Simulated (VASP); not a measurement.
# TaSi2 in VASP: single point with PBE

Aim: the single point of TaSi2 with PBE.

All numbers are computed with VASP 6.6.1; they aren't measurements. Logs are shortened: lines on timing, memory, paths and dates and some standing lists are left out, and cuts for length are marked.

## Step 1: The cell of the first run

The cell holds a slab with vacuum, 12 atoms: a = 4.806 Å, b = 4.806 Å, c = 21.597 Å, α = 90.00°, β = 90.00°, γ = 120.00°.

## Step 2: Single point, PBE

INCAR reads:

```
PREC = Accurate
ENCUT = 520
EDIFF = 1E-6
ISMEAR = 0
SIGMA = 0.1
LREAL = False
LASPH = True
NELM = 80
ALGO = Normal
ISIF = 2
LWAVE = False
LCHARG = True
LDIPOL = True
IDIPOL = 3
DIPOL = 0.5 0.5 0.500
GGA = PE
LELF = True
LVHAR = True
LVACPOTAV = True
NBANDS = 50
```

KPOINTS reads:

```
regular mesh
0
Gamma
  9 9 1
```

POSCAR reads:

```
TaSi2
1.0
    4.8057072837      0.0000000000      0.0000000000
   -2.4028536419      4.1618645909      0.0000000000
    0.0000000000      0.0000000000     21.5973471112
Ta Si
4 8
Direct
    0.5000000000      0.5000000000      0.3498698670
    0.0000000000      0.5000000000      0.4505516072
    0.5000000000      0.0000000000      0.5494483920
    0.5000000000      0.5000000000      0.6501301341
    0.1721335790      0.8268777071      0.3434709817
    0.8278664210      0.1731222929      0.3434709817
    0.6836106249      0.8378281963      0.4480235375
    0.3163893751      0.1621718037      0.4480235375
    0.8378281807      0.6836106214      0.5519764621
    0.1621718193      0.3163893786      0.5519764621
    0.1731222665      0.8278663936      0.6565290186
    0.8268777335      0.1721336064      0.6565290186
```

Potentials or basis: VASP PAW PBE potentials, release 64 (Ta_pv, Si).

Command:

```sh
cat potpaw_PBE.64/Ta_pv/POTCAR potpaw_PBE.64/Si/POTCAR > POTCAR
mpirun -np 1 vasp_std > vasp.out
```

OUTCAR:

```text
PREC = Accurate
   ENCUT = 520
   EDIFF = 1E-6
   ISMEAR = 0
   LREAL = False
   LASPH = True
   NELM = 80
   ISIF = 2
   GGA = PE

 ion  position               nearest neighbor table
   1  0.500  0.500  0.350-   7 2.54   8 2.54   5 2.73   6 2.73   5 2.80   6 2.80   5 2.81   6 2.81
                             2 3.24   2 3.24
   2  0.000  0.500  0.451-   9 2.62  10 2.62   5 2.68   6 2.68   7 2.72   8 2.72   8 2.76   7 2.76
                             7 2.85   8 2.85   3 3.21   3 3.21   1 3.24   1 3.24
   3  0.500  0.000  0.549-   7 2.62   8 2.62  11 2.68  12 2.68   9 2.72  10 2.72  10 2.76   9 2.76
                            10 2.85   9 2.85   2 3.21   2 3.21   4 3.24   4 3.24
   4  0.500  0.500  0.650-   9 2.54  10 2.54  11 2.73  12 2.73  12 2.80  11 2.80  11 2.81  12 2.81
                             3 3.24   3 3.24
   5  0.172  0.827  0.343-   8 2.66   2 2.68   6 2.72   1 2.73   6 2.73   1 2.80   1 2.81   6 2.87

   6  0.828  0.173  0.343-   7 2.66   2 2.68   5 2.72   1 2.73   5 2.73   1 2.80   1 2.81   5 2.87

   7  0.684  0.838  0.448-   1 2.54   9 2.59   3 2.62   8 2.63   6 2.66   2 2.72   2 2.76   8 2.82
                             2 2.85   8 2.88
   8  0.316  0.162  0.448-   1 2.54  10 2.59   3 2.62   7 2.63   5 2.66   2 2.72   2 2.76   7 2.82
                             2 2.85   7 2.88
   9  0.838  0.684  0.552-   4 2.54   7 2.59   2 2.62  10 2.63  11 2.66   3 2.72   3 2.76  10 2.82
                             3 2.85  10 2.88
  10  0.162  0.316  0.552-   4 2.54   8 2.59   2 2.62   9 2.63  12 2.66   3 2.72   3 2.76   9 2.82
                             3 2.85   9 2.88
  11  0.173  0.828  0.657-   9 2.66   3 2.68  12 2.72   4 2.73  12 2.73   4 2.80   4 2.81  12 2.87

  12  0.827  0.172  0.657-  10 2.66   3 2.68  11 2.72   4 2.73  11 2.73   4 2.80   4 2.81  11 2.87

  LATTYP: Found a hexagonal cell.
 ALAT       =     4.8057072837
 C/A-ratio  =     4.4941037471

  Lattice vectors:

 A1 = (   4.8057072837,   0.0000000000,   0.0000000000)
 A2 = (  -2.4028536419,   4.1618645909,   0.0000000000)
 A3 = (   0.0000000000,   0.0000000000,  21.5973471112)

Analysis of symmetry for initial positions (statically):
=====================================================================
 Subroutine PRICEL returns:
 Original cell was already a primitive cell.

 Routine SETGRP: Setting up the symmetry group for a
 hexagonal supercell.

 Subroutine GETGRP returns: Found  4 space group operations
 (whereof  4 operations were pure point group operations)
 out of a pool of 24 trial point group operations.

The static configuration has the point symmetry D_2 .

Analysis of symmetry for dynamics (positions and initial velocities):
=====================================================================
 Subroutine PRICEL returns:
 Original cell was already a primitive cell.

 Routine SETGRP: Setting up the symmetry group for a
 hexagonal supercell.

 Subroutine GETGRP returns: Found  4 space group operations
 (whereof  4 operations were pure point group operations)
 out of a pool of 24 trial point group operations.

The dynamic configuration has the point symmetry D_2 .

 Subroutine INISYM returns: Found  4 space group operations
 (whereof  4 operations are pure point group operations),
 and found     1 'primitive' translations

----------------------------------------------------------------------------------------

                                     Primitive cell

  volume of cell :     431.9621

  direct lattice vectors                    reciprocal lattice vectors
     4.805707284  0.000000000  0.000000000     0.208085916  0.120138459  0.000000000
    -2.402853642  4.161864591  0.000000000     0.000000000  0.240276919  0.000000000
     0.000000000  0.000000000 21.597347111     0.000000000  0.000000000  0.046301983

  length of vectors
     4.805707284  4.805707284 21.597347111     0.240276919  0.240276919  0.046301983

  position of ions in fractional coordinates (direct lattice)
     0.500000000  0.500000000  0.349869867
     0.000000000  0.500000000  0.450551607
     0.500000000  0.000000000  0.549448392
     0.500000000  0.500000000  0.650130134
     0.172133579  0.826877707  0.343470982
     0.827866421  0.173122293  0.343470982
     0.683610625  0.837828196  0.448023537
     0.316389375  0.162171804  0.448023537
     0.837828181  0.683610621  0.551976462
     0.162171819  0.316389379  0.551976462
     0.173122267  0.827866394  0.656529019
     0.826877733  0.172133606  0.656529019

  ion indices of the primitive-cell ions
   primitive index   ion index
                 1           1
                 2           2
                 3           3
                 4           4
                 5           5
                 6           6
                 7           7
                 8           8
                 9           9
                10          10
                11          11
                12          12

----------------------------------------------------------------------------------------

 KPOINTS: regular mesh

Automatic generation of k-mesh.
 Grid dimensions read from file:
 generate k-points for:    9    9    1

 Generating k-lattice:

  Cartesian coordinates                     Fractional coordinates (reciprocal lattice)
     0.023120657  0.013348718  0.000000000     0.111111111  0.000000000  0.000000000
     0.000000000  0.026697435  0.000000000     0.000000000  0.111111111  0.000000000
     0.000000000  0.000000000  0.046301983     0.000000000  0.000000000  1.000000000

  Length of vectors
     0.026697435  0.026697435  0.046301983

  Shift w.r.t. Gamma in fractional coordinates (k-lattice)
     0.000000000  0.000000000  0.000000000

 Subroutine IBZKPT returns following result:
 ===========================================

 Found     25 irreducible k-points:

 Following reciprocal coordinates:
            Coordinates               Weight
  0.000000  0.000000  0.000000      1.000000
  0.111111 -0.000000  0.000000      4.000000
 -0.111111  0.111111  0.000000      2.000000
  0.222222 -0.000000  0.000000      4.000000
 -0.222222  0.222222  0.000000      2.000000
  0.333333  0.000000  0.000000      4.000000
[... 16 lines left out ...]
 -0.222222 -0.444444  0.000000      4.000000
  0.444444  0.333333  0.000000      4.000000
   k-points           NKPTS =     25   k-points in BZ     NKDIM =     25   number of bands    NBANDS=     50
   number of dos      NEDOS =    301   number of ions     NIONS =     12
   total plane-waves  NPLWV = 209952
   dimension x,y,z NGX =    36 NGY =   36 NGZ =  162
   dimension x,y,z NGXF=    72 NGYF=   72 NGZF=  324
   ions per type =               4   8
   NGX,Y,Z   is equivalent  to a cutoff of  12.45, 12.45, 12.47 a.u.
   NGXF,Y,Z  is equivalent  to a cutoff of  24.91, 24.91, 24.94 a.u.
 SYSTEM =  unknown system
   PREC   = accura    normal or accurate (medium, high low for compatibility)
   ISTART =      0    job   : 0-new  1-cont  2-samecut
   ICHARG =      2    charge: 1-file 2-atom 10-const
   ISPIN  =      1    spin polarized calculation?
   LNONCOLLINEAR =      F non collinear calculations
   LSORBIT =      F    spin-orbit coupling
   LASPH  =      T    aspherical Exc in radial PAW
   ENCUT  =  520.0 eV  38.22 Ry    6.18 a.u.   8.94  8.94 40.16*2*pi/ulx,y,z
   NELM   =     80;   NELMIN=  2; NELMDL= -5     # of ELM steps
   EDIFF  = 0.1E-05   stopping-criterion for ELM
   LREAL  =      F    real-space projection
   EDIFFG = 0.1E-04   stopping-criterion for IOM
   NSW    =      0    number of steps for IOM
   IBRION =     -1    ionic relax: 0-MD 1-quasi-New 2-CG
   NFREE  =      0    steps in history (QN), initial steepest desc. (CG)
   ISIF   =      2    stress and relaxation
   ISYM   =      2    0-nonsym 1-usesym 2-fastsym
   POTIM  = 0.5000    time-step for ionic-motion
   TEBEG  =    0.0;   TEEND  =   0.0 temperature during run
   PSTRESS=    0.0 pullay stress
   NELECT =      76.0000    total number of electrons
   NUPDOWN=      -1.0000    fix difference up-down
   EMIN   =  10.00;   EMAX   =-10.00  energy-range for DOS
   EFERMI =   0.00;   METHOD = LEGACY
   ISMEAR =     0;   SIGMA  =   0.10  broadening in eV -4-tet -1-fermi 0-gaus
   EFERMI_NEDOS =   21; number of points for ismear=-14 and -15
   IALGO  =     38    algorithm
   IMIX   =      4    mixing-type and parameters
     AMIX     =   0.40;   BMIX     =  1.00
     AMIX_MAG =   1.60;   BMIX_MAG =  1.00
  volume/ion in A,a.u.               =      36.00       242.92
  Fermi-wavevector in a.u.,A,eV,Ry     =   0.917341  1.733523 11.449500  0.841515
  Thomas-Fermi vector in A             =   2.042299
   LORBIT       =      0    0 simple, 1 ext, 2 COOP (PROOUT), +10 PAW based schemes
   GGA     = PE    functional components
   LHFCALC =     F    Hartree Fock is set to
   AEXX    =    0.0000 exact exchange contribution
   IVDW    =     0    specifies the selected vdW correction
   LEPSILON=     F    determine dielectric tensor
   LRPA    =     F    only Hartree local field effects (RPA)
 non-spin polarized calculation
 Gauss-broadening in eV      SIGMA  =   0.10
  energy-cutoff  :      520.00
  volume of cell :      431.96
 maximum number of plane-waves:     11685
   NGX = 17   NGY = 17   NGZ = 81

 dipolmoment           0.000000      0.000000      0.000000 electrons x Angstroem

 number of electron      76.0000008 magnetization

 dipolmoment           0.000000      0.000000     -0.000000 electrons x Angstroem

 Free energy of the ion-electron system (eV)
  ---------------------------------------------------
  ext. energy  EPLUGINS =         0.00000000
  ---------------------------------------------------
  free energy    TOTEN  =       -90.54209498 eV

  energy without entropy =      -90.49287140  energy(sigma->0) =      -90.51748319

 E-fermi :   1.2812     XC(G=0):  -5.8442

 val. band max:        1.2784887541   @ k =   0.0000   0.0000   0.0000
 cond. band min:       1.2889622604   @ k =  -0.1111   0.4444   0.0000
 fundamental gap:      0.0104735063
 Fermi energy:         1.2812389065

 k-point     1 :       0.0000    0.0000    0.0000
  band No.  band energies     occupation
      1     -33.2777      2.00000
      2     -33.2761      2.00000
      3     -33.0405      2.00000
      4     -33.0284      2.00000
      5     -33.0066      2.00000
      6     -32.9920      2.00000
[... 42 lines left out ...]
     49       5.2691      0.00000
     50       5.3310      0.00000

 k-point     2 :       0.1111   -0.0000    0.0000
  band No.  band energies     occupation
      1     -33.2779      2.00000
      2     -33.2766      2.00000
      3     -33.0409      2.00000
      4     -33.0330      2.00000
      5     -33.0076      2.00000
      6     -32.9992      2.00000
[... 42 lines left out ...]
     49       4.9431      0.00000
     50       5.2970      0.00000

 k-point     3 :      -0.1111    0.1111    0.0000
  band No.  band energies     occupation
      1     -33.2785      2.00000
      2     -33.2768      2.00000
      3     -33.0460      2.00000
      4     -33.0292      2.00000
      5     -33.0062      2.00000
      6     -32.9918      2.00000
[... 42 lines left out ...]
     49       5.1106      0.00000
     50       5.2753      0.00000

 k-point     4 :       0.2222   -0.0000    0.0000
  band No.  band energies     occupation
      1     -33.2797      2.00000
      2     -33.2767      2.00000
      3     -33.0492      2.00000
      4     -33.0355      2.00000
      5     -33.0100      2.00000
      6     -33.0027      2.00000
[... 999 lines left out ...]
 k-point    23 :      -0.2222   -0.4444    0.0000
  band No.  band energies     occupation
      1     -33.2832      2.00000
      2     -33.2792      2.00000
      3     -33.0640      2.00000
      4     -33.0512      2.00000
      5     -33.0101      2.00000
      6     -33.0008      2.00000
[... 42 lines left out ...]
     49       4.4206      0.00000
     50       4.4988      0.00000

 k-point    24 :       0.4444    0.3333    0.0000
  band No.  band energies     occupation
      1     -33.2832      2.00000
      2     -33.2814      2.00000
      3     -33.0641      2.00000
      4     -33.0510      2.00000
      5     -33.0074      2.00000
      6     -33.0017      2.00000
[... 42 lines left out ...]
     49       4.4863      0.00000
     50       4.6533      0.00000

 [... further k-points ...]
[... 5 lines left out ...]
  --------------------------------------------------------------------------------------
  -------------------------------------------------------------------------------------
  Total       -9.5311034     -8.9813769     -0.1009205      0.4760771      0.0000000      0.0000000
  in kB      -35.3515202    -33.3125467     -0.3743209      1.7658029      0.0000000      0.0000000
  external PRESSURE =     -23.0127960 kB  Pullay stress =       0.0000000 kB

 VOLUME and BASIS-vectors are now :
 -----------------------------------------------------------------------------
  energy-cutoff  :      520.00
  volume of cell :      431.96
      direct lattice vectors                 reciprocal lattice vectors
     4.805707284  0.000000000  0.000000000     0.208085916  0.120138459  0.000000000
    -2.402853642  4.161864591  0.000000000     0.000000000  0.240276919  0.000000000
     0.000000000  0.000000000 21.597347111     0.000000000  0.000000000  0.046301983

 POSITION                                       TOTAL-FORCE (eV/Angst)
 -----------------------------------------------------------------------------------
      1.20143      2.08093      7.55626         0.000000     -0.000000     -0.002503
     -1.20143      2.08093      9.73072         0.000000     -0.000000     -0.005517
      2.40285      0.00000     11.86663         0.000000     -0.000000      0.005517
      1.20143      2.08093     14.04109         0.000000     -0.000000      0.002503
     -1.15964      3.44135      7.41806        -0.001805      0.011201      0.004523
      3.56250      0.72051      7.41806         0.001805     -0.011201      0.004523
      1.27205      3.48693      9.67612        -0.000968      0.012696      0.005957
      1.13080      0.67494      9.67612         0.000968     -0.012696      0.005957
      2.38374      2.84509     11.92123         0.011479      0.005509     -0.005957
      0.01911      1.31677     11.92123        -0.011479     -0.005509     -0.005957
     -1.15727      3.44547     14.17929        -0.010603     -0.004037     -0.004523
      3.56012      0.71640     14.17929         0.010603      0.004037     -0.004523
 -----------------------------------------------------------------------------------
    total drift:                                0.000000     -0.000000      0.000008

  FREE ENERGIE OF THE ION-ELECTRON SYSTEM (eV)
  ---------------------------------------------------
  free  energy   TOTEN  =       -90.5420949772 eV

  energy  without entropy=      -90.4928714021  energy(sigma->0) =      -90.51748319

 vacuum level on the upper side and lower side of the slab         5.449         5.449
```

Run time: 10 min. Hardware: 1 thread of Intel Xeon Platinum 8488C (Sapphire Rapids), shared host; peak memory 0.74 GiB.

What came out:

```
Free energy            : -90.5421 eV
Largest force          : 0.014 eV/Å
Band gap on the k mesh : zero (bands 38 and 39 overlap by 0.46 eV)
```

Forces on the atoms (eV/Å):
```
Ta   0.000  0.000 -0.003
Ta   0.000  0.000 -0.006
Ta   0.000  0.000  0.006
Ta   0.000  0.000  0.003
Si  -0.002  0.011  0.005
Si   0.002 -0.011  0.005
Si  -0.001  0.013  0.006
Si   0.001 -0.013  0.006
Si   0.011  0.006 -0.006
Si  -0.011 -0.006 -0.006
Si  -0.011 -0.004 -0.005
Si   0.011  0.004 -0.005
```

Caveat: spin-orbit coupling is left out, which moves the levels of the heavy elements.
